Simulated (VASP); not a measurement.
# Ti3B (Fm-3m) in VASP: a series of runs

Runs on Ti3B. Level: PBEsol. Tasks: single point.

All numbers are computed with VASP 6.6.1; they aren't measurements. Logs are shortened: lines on timing, memory, paths and dates and some standing lists are left out, and cuts for length are marked.

### Step 1. The cell of the first run

The structure is cubic, space group Fm-3m (No. 225). The conventional cell has a = 5.932 Å, b = 5.932 Å, c = 5.932 Å, α = 90.00°, β = 90.00°, γ = 90.00°. Within 3.4 Å of B (site symmetry m-3m) lie 14 Ti at 2.57 to 2.97 Å. Within 3.4 Å of Ti (site symmetry m-3m) lie 8 Ti at 2.57 Å and 6 B at 2.97 Å. Within 3.4 Å of Ti (site symmetry -43m) lie 4 B at 2.57 Å and 10 Ti at 2.57 to 2.97 Å.

### Step 2. Single point, PBEsol

Input file INCAR:

```
SYSTEM = Ti3B
PREC = Accurate ; ENCUT = 520
EDIFF = 1E-6 ; ISMEAR = 1
SIGMA = 0.1 ; LREAL = .FALSE.
LASPH = .TRUE. ; NELM = 80
ALGO = Normal ; ISIF = 2
LWAVE = .FALSE. ; LCHARG = .FALSE.
GGA = PS ; NBANDS = 28
```

Input file KPOINTS:

```
regular mesh
0
G
  7 7 7
  0 0 0
```

Input file POSCAR:

```
Ti3B
1.0
    0.0000000000      2.9658973635      2.9658973635
    2.9658973635      0.0000000000      2.9658973635
    2.9658973635      2.9658973635      0.0000000000
B Ti
1 3
Direct
    0.0000000000      0.0000000000      0.0000000000
    0.5000000000      0.5000000000      0.5000000000
    0.2500000000      0.2500000000      0.2500000000
    0.7500000000      0.7500000000      0.7500000000
```

Potentials or basis: VASP PAW PBE potentials, release 64 (B, Ti_sv).

Started as:

```bash
$ cat potpaw_PBE.64/B/POTCAR potpaw_PBE.64/Ti_sv/POTCAR > POTCAR
$ mpirun -np 1 vasp_std > vasp.out
```

OUTCAR:

```text
SYSTEM = Ti3B
   PREC = Accurate
   ENCUT = 520
   EDIFF = 1E-6
   ISMEAR = 1
   LREAL = .FALSE.
   LASPH = .TRUE.
   NELM = 80
   ISIF = 2
   GGA = PS

 ion  position               nearest neighbor table
   1  0.000  0.000  0.000-
   2  0.500  0.500  0.500-   3 2.57   3 2.57   3 2.57   3 2.57   4 2.57   4 2.57   4 2.57   4 2.57

   3  0.250  0.250  0.250-   2 2.57   2 2.57   2 2.57   2 2.57
   4  0.750  0.750  0.750-   2 2.57   2 2.57   2 2.57   2 2.57

  LATTYP: Found a face centered cubic cell.
 ALAT       =     5.9317947270

  Lattice vectors:

 A1 = (   0.0000000000,   2.9658973635,   2.9658973635)
 A2 = (   2.9658973635,   0.0000000000,   2.9658973635)
 A3 = (   2.9658973635,   2.9658973635,   0.0000000000)

Analysis of symmetry for initial positions (statically):
=====================================================================
 Subroutine PRICEL returns:
 Original cell was already a primitive cell.

 Routine SETGRP: Setting up the symmetry group for a
 face centered cubic supercell.

 Subroutine GETGRP returns: Found 48 space group operations
 (whereof 48 operations were pure point group operations)
 out of a pool of 48 trial point group operations.

The static configuration has the point symmetry O_h .

Analysis of symmetry for dynamics (positions and initial velocities):
=====================================================================
 Subroutine PRICEL returns:
 Original cell was already a primitive cell.

 Routine SETGRP: Setting up the symmetry group for a
 face centered cubic supercell.

 Subroutine GETGRP returns: Found 48 space group operations
 (whereof 48 operations were pure point group operations)
 out of a pool of 48 trial point group operations.

The dynamic configuration has the point symmetry O_h .

 Subroutine INISYM returns: Found 48 space group operations
 (whereof 48 operations are pure point group operations),
 and found     1 'primitive' translations

----------------------------------------------------------------------------------------

                                     Primitive cell

  volume of cell :      52.1793

  direct lattice vectors                    reciprocal lattice vectors
     0.000000000  2.965897363  2.965897363    -0.168583042  0.168583042  0.168583042
     2.965897363  0.000000000  2.965897363     0.168583042 -0.168583042  0.168583042
     2.965897363  2.965897363  0.000000000     0.168583042  0.168583042 -0.168583042

  length of vectors
     4.194412276  4.194412276  4.194412276     0.291994394  0.291994394  0.291994394

  position of ions in fractional coordinates (direct lattice)
     0.000000000  0.000000000  0.000000000
     0.500000000  0.500000000  0.500000000
     0.250000000  0.250000000  0.250000000
     0.750000000  0.750000000  0.750000000

  ion indices of the primitive-cell ions
   primitive index   ion index
                 1           1
                 2           2
                 3           3
                 4           4

----------------------------------------------------------------------------------------

 KPOINTS: regular mesh

Automatic generation of k-mesh.
 Grid dimensions read from file:
 generate k-points for:    7    7    7

 Generating k-lattice:

  Cartesian coordinates                     Fractional coordinates (reciprocal lattice)
    -0.024083292  0.024083292  0.024083292     0.142857143  0.000000000  0.000000000
     0.024083292 -0.024083292  0.024083292     0.000000000  0.142857143  0.000000000
     0.024083292  0.024083292 -0.024083292     0.000000000  0.000000000  0.142857143

  Length of vectors
     0.041713485  0.041713485  0.041713485

  Shift w.r.t. Gamma in fractional coordinates (k-lattice)
     0.000000000  0.000000000  0.000000000

 Subroutine IBZKPT returns following result:
 ===========================================

 Found     20 irreducible k-points:

 Following reciprocal coordinates:
            Coordinates               Weight
  0.000000  0.000000  0.000000      1.000000
  0.142857  0.000000  0.000000      8.000000
  0.285714  0.000000  0.000000      8.000000
  0.428571  0.000000  0.000000      8.000000
  0.142857  0.142857  0.000000      6.000000
  0.285714  0.142857  0.000000     24.000000
[... 12 lines left out ...]
 -0.428571  0.428571  0.142857     24.000000
 -0.285714  0.428571  0.142857     24.000000
   k-points           NKPTS =     20   k-points in BZ     NKDIM =     20   number of bands    NBANDS=     28
   number of dos      NEDOS =    301   number of ions     NIONS =      4
   total plane-waves  NPLWV =  32768
   dimension x,y,z NGX =    32 NGY =   32 NGZ =   32
   dimension x,y,z NGXF=    64 NGYF=   64 NGZF=   64
   ions per type =               1   3
   NGX,Y,Z   is equivalent  to a cutoff of  12.68, 12.68, 12.68 a.u.
   NGXF,Y,Z  is equivalent  to a cutoff of  25.37, 25.37, 25.37 a.u.
 SYSTEM =  Ti3B
   PREC   = accura    normal or accurate (medium, high low for compatibility)
   ISTART =      0    job   : 0-new  1-cont  2-samecut
   ICHARG =      2    charge: 1-file 2-atom 10-const
   ISPIN  =      1    spin polarized calculation?
   LNONCOLLINEAR =      F non collinear calculations
   LSORBIT =      F    spin-orbit coupling
   LASPH  =      T    aspherical Exc in radial PAW
   ENCUT  =  520.0 eV  38.22 Ry    6.18 a.u.   7.80  7.80  7.80*2*pi/ulx,y,z
   NELM   =     80;   NELMIN=  2; NELMDL= -5     # of ELM steps
   EDIFF  = 0.1E-05   stopping-criterion for ELM
   LREAL  =      F    real-space projection
   EDIFFG = 0.1E-04   stopping-criterion for IOM
   NSW    =      0    number of steps for IOM
   IBRION =     -1    ionic relax: 0-MD 1-quasi-New 2-CG
   NFREE  =      0    steps in history (QN), initial steepest desc. (CG)
   ISIF   =      2    stress and relaxation
   ISYM   =      2    0-nonsym 1-usesym 2-fastsym
   POTIM  = 0.5000    time-step for ionic-motion
   TEBEG  =    0.0;   TEEND  =   0.0 temperature during run
   PSTRESS=    0.0 pullay stress
   NELECT =      39.0000    total number of electrons
   NUPDOWN=      -1.0000    fix difference up-down
   EMIN   =  10.00;   EMAX   =-10.00  energy-range for DOS
   EFERMI =   0.00;   METHOD = LEGACY
   ISMEAR =     1;   SIGMA  =   0.10  broadening in eV -4-tet -1-fermi 0-gaus
   EFERMI_NEDOS =   21; number of points for ismear=-14 and -15
   IALGO  =     38    algorithm
   IMIX   =      4    mixing-type and parameters
     AMIX     =   0.40;   BMIX     =  1.00
     AMIX_MAG =   1.60;   BMIX_MAG =  1.00
  volume/ion in A,a.u.               =      13.04        88.03
  Fermi-wavevector in a.u.,A,eV,Ry     =   1.485697  2.807560 30.032080  2.207296
  Thomas-Fermi vector in A             =   2.599076
   LORBIT       =      0    0 simple, 1 ext, 2 COOP (PROOUT), +10 PAW based schemes
   GGA     = PS    functional components
   LHFCALC =     F    Hartree Fock is set to
   AEXX    =    0.0000 exact exchange contribution
   IVDW    =     0    specifies the selected vdW correction
   LEPSILON=     F    determine dielectric tensor
   LRPA    =     F    only Hartree local field effects (RPA)
 non-spin polarized calculation
 Methfessel and Paxton  Order N= 1 SIGMA  =   0.10
  energy-cutoff  :      520.00
  volume of cell :       52.18
 maximum number of plane-waves:      1420
   NGX = 15   NGY = 15   NGZ = 15

 number of electron      39.0000007 magnetization

 Free energy of the ion-electron system (eV)
  ---------------------------------------------------
  ext. energy  EPLUGINS =         0.00000000
  ---------------------------------------------------
  free energy    TOTEN  =       -31.45104525 eV

  energy without entropy =      -31.45185209  energy(sigma->0) =      -31.45131420

 E-fermi :   9.2146     XC(G=0): -12.3342

 val. band max:        9.2136398773   @ k =   0.1429   0.0000   0.0000
 cond. band min:       9.2613052339   @ k =   0.1429   0.0000   0.0000
 fundamental gap:      0.0476653566
 Fermi energy:         9.2145725147

 k-point     1 :       0.0000    0.0000    0.0000
  band No.  band energies     occupation
      1     -46.9831      2.00000
      2     -46.7747      2.00000
      3     -46.3583      2.00000
      4     -23.4055      2.00000
      5     -23.4055      2.00000
      6     -23.4055      2.00000
[... 20 lines left out ...]
     27      12.9309      0.00000
     28      13.1341      0.00000

 k-point     2 :       0.1429    0.0000    0.0000
  band No.  band energies     occupation
      1     -46.9665      2.00000
      2     -46.7798      2.00000
      3     -46.3704      2.00000
      4     -23.5083      2.00000
      5     -23.4682      2.00000
      6     -23.4682      2.00000
[... 20 lines left out ...]
     27      12.9146      0.00000
     28      13.1536      0.00000

 k-point     3 :       0.2857    0.0000    0.0000
  band No.  band energies     occupation
      1     -46.9235      2.00000
      2     -46.7948      2.00000
      3     -46.4001      2.00000
      4     -23.5481      2.00000
      5     -23.5336      2.00000
      6     -23.5336      2.00000
[... 20 lines left out ...]
     27      12.8653      0.00000
     28      12.8653      0.00000

 k-point     4 :       0.4286    0.0000    0.0000
  band No.  band energies     occupation
      1     -46.8739      2.00000
      2     -46.8191      2.00000
      3     -46.4268      2.00000
      4     -23.5709      2.00000
      5     -23.5709      2.00000
      6     -23.5179      2.00000
[... 20 lines left out ...]
     27      12.7545      0.00000
     28      12.7549      0.00000

 k-point     5 :       0.1429    0.1429    0.0000
  band No.  band energies     occupation
      1     -46.9611      2.00000
      2     -46.7812      2.00000
      3     -46.3747      2.00000
      4     -23.5410      2.00000
      5     -23.5410      2.00000
      6     -23.4108      2.00000
[... 20 lines left out ...]
     27      13.1784      0.00000
     28      13.2249      0.00000

 k-point     6 :       0.2857    0.1429    0.0000
  band No.  band energies     occupation
      1     -46.9274      2.00000
      2     -46.7916      2.00000
      3     -46.3993      2.00000
      4     -23.6042      2.00000
      5     -23.5988      2.00000
      6     -23.4541      2.00000
[... 339 lines left out ...]
      5     -23.6144      2.00000
      6     -23.4829      2.00000
[... 20 lines left out ...]
     27      12.9623      0.00000
     28      13.2419      0.00000

 k-point    18 :      -0.4286    0.2857    0.1429
  band No.  band energies     occupation
      1     -46.8525      2.00000
      2     -46.8196      2.00000
      3     -46.4484      2.00000
      4     -23.7119      2.00000
      5     -23.5739      2.00000
      6     -23.5202      2.00000
[... 20 lines left out ...]
     27      12.6347      0.00000
     28      13.0349      0.00000

 k-point    19 :      -0.4286    0.4286    0.1429
  band No.  band energies     occupation
      1     -46.8460      2.00000
      2     -46.8141      2.00000
      3     -46.4608      2.00000
      4     -23.7680      2.00000
      5     -23.6730      2.00000
      6     -23.4437      2.00000
[... 20 lines left out ...]
     27      12.5243      0.00000
     28      12.9216      0.00000

 k-point    20 :      -0.2857    0.4286    0.1429
  band No.  band energies     occupation
      1     -46.8295      2.00000
      2     -46.8278      2.00000
      3     -46.4637      2.00000
      4     -23.7693      2.00000
      5     -23.5929      2.00000
      6     -23.4524      2.00000
[... 20 lines left out ...]
     27      12.4807      0.00000
     28      12.6728      0.00000

------------------------ aborting loop because EDIFF is reached ----------------------------------------

  FORCE on cell =-STRESS in cart. coord.  units (eV):
  Direction    XX          YY          ZZ          XY          YZ          ZX
  --------------------------------------------------------------------------------------
  -------------------------------------------------------------------------------------
  Total       -0.0636515     -0.0636515     -0.0636515      0.0000000      0.0000000      0.0000000
  in kB       -1.9544336     -1.9544336     -1.9544336      0.0000000      0.0000000      0.0000000
  external PRESSURE =      -1.9544336 kB  Pullay stress =       0.0000000 kB

 VOLUME and BASIS-vectors are now :
 -----------------------------------------------------------------------------
  energy-cutoff  :      520.00
  volume of cell :       52.18
      direct lattice vectors                 reciprocal lattice vectors
     0.000000000  2.965897363  2.965897363    -0.168583042  0.168583042  0.168583042
     2.965897363  0.000000000  2.965897363     0.168583042 -0.168583042  0.168583042
     2.965897363  2.965897363  0.000000000     0.168583042  0.168583042 -0.168583042

 POSITION                                       TOTAL-FORCE (eV/Angst)
 -----------------------------------------------------------------------------------
      0.00000      0.00000      0.00000         0.000000     -0.000000      0.000000
      2.96590      2.96590      2.96590         0.000000     -0.000000      0.000000
      1.48295      1.48295      1.48295        -0.000000     -0.000000      0.000000
      4.44885      4.44885      4.44885         0.000000      0.000000     -0.000000
 -----------------------------------------------------------------------------------
    total drift:                               -0.000000     -0.000000      0.000000

  FREE ENERGIE OF THE ION-ELECTRON SYSTEM (eV)
  ---------------------------------------------------
  free  energy   TOTEN  =       -31.4510452471 eV

  energy  without entropy=      -31.4518520927  energy(sigma->0) =      -31.45131420
```

Wall time 28 s (1 thread of Intel Xeon 6975P-C, shared host); peak memory 0.18 GiB.

Results:

```
Free energy : -31.4510 eV
Pressure    : -0.2 GPa
```

Levels at points of the mesh, in eV from the Fermi level:
| k point | band 16 | band 17 | band 18 | band 19 | band 20 | band 21 | band 22 | band 23 |
| --- | --- | --- | --- | --- | --- | --- | --- | --- |
| (0.00, 0.00, 0.00) | -2.50 | -2.18 | -2.18 | 0.12 | 0.12 | 0.12 | 3.17 | 3.21 |

Caveat: the PAW data sets were made with another functional, which shifts forces and pressure a little.

### Step 3. Single point, PBEsol

This run uses another cell than the first one, of 12.91 Å³/atom, 0.990 times its volume.

Input file INCAR:

```
SYSTEM = Ti3B
  PREC = Accurate
  ENCUT = 520
  EDIFF = 1E-6
  ISMEAR = 1
  SIGMA = 0.1
  LREAL = .False.
  LASPH = .True.
  NELM = 100
  ALGO = Normal
  ISIF = 2
  LWAVE = .False.
  LCHARG = .True.
  GGA = PS
  LELF = .True.
  LVHAR = .True.
  NBANDS = 28
```

Input file KPOINTS:

```
Automatic mesh
0
Gamma
  7 7 7
  0 0 0
```

Input file POSCAR:

```
Ti3B
1.0
    0.0000000000      2.9559779002      2.9559779002
    2.9559779002      0.0000000000      2.9559779002
    2.9559779002      2.9559779002      0.0000000000
B Ti
1 3
Direct
    0.0000000000      0.0000000000      0.0000000000
    0.5000000000      0.5000000000      0.5000000000
    0.2500000000      0.2500000000      0.2500000000
    0.7500000000      0.7500000000      0.7500000000
```

Potentials or basis: VASP PAW PBE potentials, release 64 (B, Ti_sv).

Started as:

```bash
$ cat potpaw_PBE.64/B/POTCAR potpaw_PBE.64/Ti_sv/POTCAR > POTCAR
$ mpirun -np 1 vasp_std > vasp.out
```

Wall time 26 s (1 thread of Intel Xeon 6975P-C, shared host); peak memory 0.18 GiB.

The run converged. Its results:

- Free energy: -31.4491 eV
- Pressure: 1.3 GPa

Levels at points of the mesh, in eV from the Fermi level:
```tsv
k point	band 15	band 16	band 17	band 18	band 19	band 20	band 21	band 22	band 23	band 24
(0.00, 0.00, 0.00)	-2.53	-2.53	-2.22	-2.22	0.13	0.13	0.13	3.25	3.25	3.25
```

Caveat: the PAW data sets were made with another functional, which shifts forces and pressure a little.

(Part 1 of 2 ends here.)
